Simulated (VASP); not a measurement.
Wanted: the native input for a VASP 6.6.1 run.

```yaml
Task: single point
Functional: PBE
Potentials_or_basis: VASP PAW PBE potentials, release 64 (Mo_sv)
Cutoff: 520 eV
k_mesh: 22 × 22 × 22
Occupations: gaussian, width 0.15 eV
Spin: no spin polarisation
Dipole_correction: no
Further_INCAR_settings: ALGO = Fast; EDIFF = 1e-07; NBANDS = 13
```

The structure of Mo lies in POSCAR:

```
Mo
1.0
   -1.1387205492      1.5800710526      1.5800710526
    1.5800710526     -1.1387205492      1.5800710526
    1.5800710526      1.5800710526     -1.1387205492
Mo
1
Direct
    0.0000000000      0.0000000000      0.0000000000
```

The input as run:

INCAR

```
PREC = Accurate
ENCUT = 520
EDIFF = 1E-7
ISMEAR = 0
SIGMA = 0.15
LREAL = False
LASPH = True
NELM = 100
ALGO = Fast
ISIF = 2
LWAVE = False
LCHARG = False
GGA = PE
NBANDS = 13
```

KPOINTS

```
regular mesh
0
Gamma
  22 22 22
```

Potentials or basis: VASP PAW PBE potentials, release 64 (Mo_sv).

Launch:

```bash
$ cat potpaw_PBE.64/Mo_sv/POTCAR > POTCAR
$ mpirun -np 1 vasp_std > vasp.out
```

Results of the run:

* Pressure: 33.0 GPa
* Band gap on the k mesh: zero (band 7 reaches 14.81 eV, above the bottom of band 8 at 11.87 eV)

Run time: 69 s on 1 thread of Intel(R) Xeon(R) 6975P-C (Granite Rapids), on a shared host, peak memory 0.27 GiB.
